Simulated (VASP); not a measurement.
## SbW (CsCl type): relaxation of cell and atoms with PBE

The system is SbW (CsCl type).

```
W Sb
1.0
     3.25337    0.00000    0.00000
     0.00000    3.25337    0.00000
     0.00000    0.00000    3.25337
W Sb
1 1
Direct
  0.00000 0.00000 0.00000
  0.50000 0.50000 0.50000
```

```yaml
Program: VASP 6.6.1
Task: relaxation of cell and atoms
Functional: PBE
Potentials_or_basis: VASP PAW PBE potentials, release 64 (W_sv, Sb)
Cutoff: 600 eV
k_mesh: 12 × 12 × 12
Occupations: fermi-dirac, width 0.08 eV
Spin: no spin polarisation
Dipole_correction: no
Further_INCAR_settings: ALGO = Normal; EDIFF = 1e-06; IBRION = 2; EDIFFG = -0.005; NSW = 60; ISIF = 3
```

```
Relaxed volume                        : 18.46 Å³/atom
Relaxed cell                          : a = 3.330 Å, b = 3.330 Å, c = 3.330 Å, α = 90.00°, β = 90.00°, γ = 90.00°
Space group after relaxing (to 0.1 Å) : Pm-3m (No. 221)
Energy gained by relaxing             : 52.9 meV/atom
Ionic steps                           : 17
Pressure after relaxing               : 0.0 GPa
Band gap on the k mesh                : zero (an odd number of electrons rules out a gap without spin polarisation)
```

Step by step:
```tsv
step	energy change (eV)	largest force (eV/Å)	pressure (GPa)	volume (Å³)
1	0.0000	0.0000	14.61	34.43
2	0.2930	0.0000	-18.56	42.87
3	-0.1056	0.0000	-0.62	37.05
4	-0.1059	0.0000	-0.07	36.93
5	-0.1058	0.0000	0.17	36.88
6	-0.1058	0.0000	0.19	36.88
7	-0.1058	0.0000	0.18	36.89
8	-0.1058	0.0000	0.16	36.89
9	-0.1058	0.0000	0.16	36.89
10	-0.1058	0.0000	0.16	36.89
11	-0.1058	0.0000	0.16	36.89
12	-0.1058	0.0000	0.16	36.89
13	-0.1058	0.0000	0.16	36.89
14	-0.1058	0.0000	0.16	36.89
15	-0.1058	0.0000	0.14	36.90
16	-0.1059	0.0000	0.12	36.90
17	-0.1059	0.0000	0.00	36.92
```

Final structure:
```cif
data_structure
_symmetry_space_group_name_H-M 'P 1'
_symmetry_Int_Tables_number 1
_cell_length_a 3.3299
_cell_length_b 3.3299
_cell_length_c 3.3299
_cell_angle_alpha 90.000
_cell_angle_beta 90.000
_cell_angle_gamma 90.000
_cell_volume 36.92
loop_
_atom_site_label
_atom_site_type_symbol
_atom_site_fract_x
_atom_site_fract_y
_atom_site_fract_z
_atom_site_occupancy
W1 W 0.00000 0.00000 0.00000 1
Sb1 Sb 0.50000 0.50000 0.50000 1
```

Levels at points of the mesh, in eV from the Fermi level:
```tsv
k point	band 7	band 8	band 9	band 10	band 11	band 12
(0.00, 0.00, 0.00)	-2.96	0.71	0.71	0.71	0.99	0.99
(0.50, 0.00, 0.00)	-2.36	-2.25	-2.25	1.07	2.38	5.78
(0.50, 0.50, 0.00)	-4.70	-3.35	-0.46	-0.46	2.55	2.57
(0.50, 0.50, 0.50)	-5.93	-5.93	2.26	2.26	2.26	2.68
```

Run time: 92 s on 1 thread of Intel(R) Xeon(R) 6975P-C (Granite Rapids) (shared host), peak memory 0.21 GiB.

Caveat: spin-orbit coupling is left out, which moves the levels of the heavy elements.
